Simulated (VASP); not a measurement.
Set up this calculation in VASP 6.6.1, as the native input.

| Item | Value |
| --- | --- |
| Task | single point |
| Functional | r2SCAN |
| Dispersion | rVV10 |
| Potentials or basis | VASP PAW PBE potentials, release 64 (C) |
| Cutoff | 520 eV |
| k mesh | 13 × 13 × 13 |
| Occupations | gaussian, width 0.05 eV |
| Spin | no spin polarisation |
| Dipole correction | no |
| Further INCAR settings | ALGO = Normal; EDIFF = 1e-06; NBANDS = 11 |

The system is C.

```
C
1.0
     0.00000    1.86842    1.86842
     1.86842    0.00000    1.86842
     1.86842    1.86842    0.00000
C
2
Direct
  0.75000 0.75000 0.75000
  0.50000 0.50000 0.50000
```

This cell differs from its parent crystal: volume scaled by 1.15.

The input as run:

POSCAR

```
C
1.0
    0.0000000000      1.8684181184      1.8684181184
    1.8684181184      0.0000000000      1.8684181184
    1.8684181184      1.8684181184      0.0000000000
C
2
Direct
    0.7500000000      0.7500000000      0.7500000000
    0.5000000000      0.5000000000      0.5000000000
```

INCAR.step1

```
SYSTEM = C
ALGO = Normal
EDIFF = 1E-4
ENCUT = 520
GGA = PE
ISMEAR = 0
LASPH = .True.
LCHARG = .False.
LREAL = .False.
LWAVE = .True.
NBANDS = 11
NELM = 80
PREC = Accurate
SIGMA = 0.05
```

INCAR.step2

```
SYSTEM = C
ALGO = Normal
BPARAM = 11.95
CPARAM = 0.0093
EDIFF = 1E-6
ENCUT = 520
ISIF = 2
ISMEAR = 0
ISTART = 1
IVDW_NL = 2
LASPH = .True.
LCHARG = .False.
LMIXTAU = .True.
LREAL = .False.
LUSE_VDW = .True.
LWAVE = .False.
METAGGA = R2SCAN
NBANDS = 11
NELM = 80
PREC = Accurate
SIGMA = 0.05
```

KPOINTS

```
k-points
0
Gamma
  13 13 13
  0 0 0
```

Potentials or basis: VASP PAW PBE potentials, release 64 (C).

Run with:

```console
$ cat potpaw_PBE.64/C/POTCAR > POTCAR
$ cp INCAR.step1 INCAR
$ mpirun -np 1 vasp_std > vasp.out
$ cp INCAR.step2 INCAR
$ mpirun -np 1 vasp_std > vasp.out
```

It gave:

| Item | Value |
| --- | --- |
| Pressure | -50.1 GPa |
| Band gap on the k mesh | 3.99 eV, indirect (least direct gap 5.44 eV) |

Caveat: the PAW data sets were made with another functional, which shifts forces and pressure a little.

Wall time 44 s on 1 thread of AMD EPYC 7R13 Processor (Zen 3), with other jobs on the host, peak memory 0.14 GiB.
